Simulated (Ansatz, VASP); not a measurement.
## CO2: VASP beside Ansatz

```
C O
1.0
     4.22721    0.00000    0.00000
     0.00000    4.22721    0.00000
     0.00000    0.00000    4.68777
C O
2 4
Direct
  0.50000 0.50000 0.50000
  0.00000 0.00000 0.00000
  0.30483 0.69517 0.50000
  0.69517 0.30483 0.50000
  0.19517 0.19517 0.00000
  0.80483 0.80483 0.00000
```

Alike in both runs: task single point; functional PBE; k mesh 6 × 6 × 6; occupations gaussian, width 0.05 eV; no spin polarisation.

|  | VASP | Ansatz |
| --- | --- | --- |
| version | VASP 6.6.1 | Ansatz 0.2.0 |
| potentials or method | VASP PAW PBE potentials, release 64 (C_h, O_h), cutoff 910 eV | scalar-relativistic, plane waves, PAW |
| valence electrons in the cell | 32 | 32 |

Ansatz gave:

| Item | Value |
| --- | --- |
| gap on the k mesh at the Fermi level (eV) | 6.59 |
| rms of the force components (eV/Å) | 0.062 |

Question: Estimate VASP's values.

Answer: gap on the k mesh at the Fermi level (eV): 6.59; rms of the force components (eV/Å): 0.071.

Atom by atom the forces differ by 0.009 eV/Å (rms over components). With one functional, cell and mesh, what is left measures potentials, basis and numerics.

Noted on VASP's run: the cutoff is under 1.25 times that of the potentials, so the pressure is a little rough.
